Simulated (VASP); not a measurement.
Write the native input for VASP 6.6.1 that does the following.

* Task: single point
* Functional: PBE
* Dispersion: D3(BJ)
* Potentials or basis: VASP PAW PBE potentials, release 64 (Si, Ti_sv)
* Cutoff: 520 eV
* k mesh: 2 × 2 × 2
* Occupations: gaussian, width 0.02 eV
* Spin: no spin polarisation
* Dipole correction: no
* Further INCAR settings: LREAL = Auto; ALGO = Normal; EDIFF = 1e-06; NBANDS = 52

The structure of TiSi16 (a cell with a defect) lies in POSCAR:

```
TiSi16
1.0
    0.0000000000      5.4300000000      5.4300000000
    5.4300000000      0.0000000000      5.4300000000
    5.4300000000      5.4300000000      0.0000000000
Si Ti
16 1
Direct
    0.0095470534     -0.0285356354      0.0085483425
    0.1188491713      0.1215751381      0.1179762431
   -0.0217466851      0.0113395028      0.5047028545
    0.1184954880      0.1224308471      0.6398969613
    0.0008254144      0.4953681400     -0.0002222836
    0.1338110497      0.6005771639      0.1324488029
    0.0004914365      0.4962588398      0.5032803867
    0.1138865562      0.6327825046      0.6266677716
    0.5056073665      0.0113616943     -0.0226294659
    0.6409380295      0.1223851750      0.1175140884
    0.5049068140      0.0129567219      0.5038545120
    0.6154107735      0.1543965930      0.6146348987
    0.5046370166      0.4962373849     -0.0007397790
    0.6277375691      0.6327528545      0.1130101289
    0.4948916206      0.5172501842      0.4939870166
    0.6272938306      0.6339371087      0.6259835175
    0.3648730203      0.9060722836      0.3640085635
```

One way to write it, as run:

INCAR

```
SYSTEM = TiSi16
ALGO = Normal
EDIFF = 1E-6
ENCUT = 520
GGA = PE
ISIF = 2
ISMEAR = 0
IVDW = 12
LASPH = .TRUE.
LCHARG = .FALSE.
LREAL = Auto
LWAVE = .FALSE.
NBANDS = 52
NELM = 80
PREC = Accurate
SIGMA = 0.02
```

KPOINTS

```
k-points
0
G
  2 2 2
  0 0 0
```

Potentials or basis: VASP PAW PBE potentials, release 64 (Si, Ti_sv).

Run with:

```console
$ cat potpaw_PBE.64/Si/POTCAR potpaw_PBE.64/Ti_sv/POTCAR > POTCAR
$ mpirun -np 1 vasp_std > vasp.out
```

Results of the run:

* Pressure: 0.8 GPa
* Largest force: 0.809 eV/Å
* Band gap on the k mesh: zero (bands 38 and 39 overlap by 0.33 eV)
* Dispersion energy per atom: -0.343 eV

Caveat: the k points lie up to 0.50 Å⁻¹ apart.

It took 7.8 min on 1 thread of Intel Xeon 8259CL (shared host), peak memory 0.49 GiB.
